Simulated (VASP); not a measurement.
Runs of VASP 6.6.1 on SnO2. The structure is that of space group F-43m (No. 216), or close to it. The cells are those of the table. 

```tsv
task	cell	k mesh	cutoff (eV)	gap on the mesh (eV)	pressure (GPa)	relaxed volume (Å³/atom)	largest force (eV/Å)
relaxation of cell and atoms	relaxed from a = 5.563 Å, angles 60.0°, 6 atoms	8 × 8 × 8	600	none	0.0	(a)	-
single point	a = 5.055 Å, angles 60.0°, 6 atoms	4 × 4 × 4	520	none	(b)	-	4.13
single point	a = 5.563 Å, angles 60.0°, 6 atoms	4 × 4 × 4	520	none	0.2	-	0.08
single point	a = 5.570 Å, angles 60.0°, 6 atoms	8 × 8 × 8	520	none	0.2	-	0.09
relaxation of cell and atoms	relaxed from a = 5.055 Å, angles 60.0°, 6 atoms	4 × 4 × 4	600	none	0.0	20.29	0.03
```

Alike in all rows: level PBE; potentials or basis VASP PAW PBE potentials, release 64 (Sn_d, O); no spin polarisation; smearing gaussian 0.1 eV.

Q: Fill in the values left out.

A: (a) 20.33; (b) 25.5.

Caveats: some runs use coarse meshes; spin-orbit coupling is left out, which moves the levels of the heavy elements; forces of over 1 eV/Å act on the atoms, so gaps and moduli don't describe the material at rest (some runs); the volume moved by over 15 % at a fixed basis, so the end points are rough (some runs).

A k mesh can miss the band edges, and the runs leave out spin-orbit coupling on Sn.

A gap of «none» marks levels without a gap at the run's occupations.
